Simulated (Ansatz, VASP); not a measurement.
## One calculation of TiO2, two programs

The input INCAR:

```
ALGO     = Normal         # electronic algorithm
EDIFF    = 1E-8           # SCF threshold, eV
ENCUT    = 520            # plane-wave cutoff, eV
GGA      = CA             # functional
ISIF     = 2              # what is computed and relaxed
ISMEAR   = -1             # smearing method
LASPH    = True           # aspherical terms in the spheres
LCHARG   = False          # write CHGCAR
LEFG     = True         
LREAL    = False          # projectors in reciprocal space
LWAVE    = False          # write WAVECAR
NBANDS   = 33             # bands
NELM     = 100            # most SCF steps
PREC     = Accurate       # precision mode
SIGMA    = 0.08           # smearing width, eV
```

KPOINTS

```
k-points
0
Gamma
  13 13 13
```

The input POSCAR:

```
TiO2
1.0
   -1.9050334778      1.9050334778      4.7885042294
    1.9050334778     -1.9050334778      4.7885042294
    1.9050334778      1.9050334778     -4.7885042294
Ti O
2 4
Direct
    0.0000000000      0.0000000000      0.0000000000
    0.7500000000      0.2500000000      0.5000000000
    0.2066000000      0.2066000000      0.0000000000
    0.9566000000      0.4566000000      0.5000000000
    0.5434000000      0.0434000000      0.5000000000
    0.7934000000      0.7934000000      0.0000000000
```

Input for Ansatz:

```yaml
crystal:
  lattice:
    - [-1.9050334778, 1.9050334778, 4.7885042294]
    - [1.9050334778, -1.9050334778, 4.7885042294]
    - [1.9050334778, 1.9050334778, -4.7885042294]
  atoms:
    - { symbol: Ti, position: [0.0, 0.0, 0.0] }
    - { symbol: Ti, position: [0.75, 0.25, 0.5] }
    - { symbol: O, position: [0.2066, 0.2066, 0.0] }
    - { symbol: O, position: [0.9566, 0.4566, 0.5] }
    - { symbol: O, position: [0.5434, 0.0434, 0.5] }
    - { symbol: O, position: [0.7934, 0.7934, 0.0] }
kpoints:
  mp_grid: { grid: [13, 13, 13] }
scf:
  occupations: { method: fermi_dirac, width: 0.08 }
hamiltonian:
  xc: lda
  pseudopotentials: { kind: all_electron, datasets: crystal }
output:
  forces: true
  stress: true
  eigenvalues: true
  efg: { contact_densities: true }
```

Change from the starting cell: volume scaled by 1.02, crystal datasets.

Alike in both runs: task electric field gradients; functional LDA; k mesh 13 × 13 × 13; occupations fermi-dirac, width 0.08 eV; no spin polarisation.

```csv
,VASP,Ansatz
version,VASP 6.6.1,Ansatz 0.2.0
potentials or method,"VASP PAW LDA potentials, release 64 (Ti_sv, O), cutoff 520 eV","all-electron PAW with datasets made for the crystal, scalar-relativistic"
```

```tsv
	VASP	Ansatz	Ansatz less VASP
pressure (GPa)	-8.9	-9.8	-0.90
traceless stress, the component that is largest in VASP (GPa)	2.00	1.90	-0.096
rms of the force components (eV/Å)	0.006	0.008	+0.0027
size of Vzz on the site where it differs most (V/Å²)	14.8	15.9	+1.10
```

LDA's correlation is that of Perdew and Zunger in VASP and of Perdew and Wang (1992) in Ansatz. Atom by atom the forces differ by 0.014 eV/Å (rms over components). Ansatz ran all-electron here, and VASP with PAW potentials.
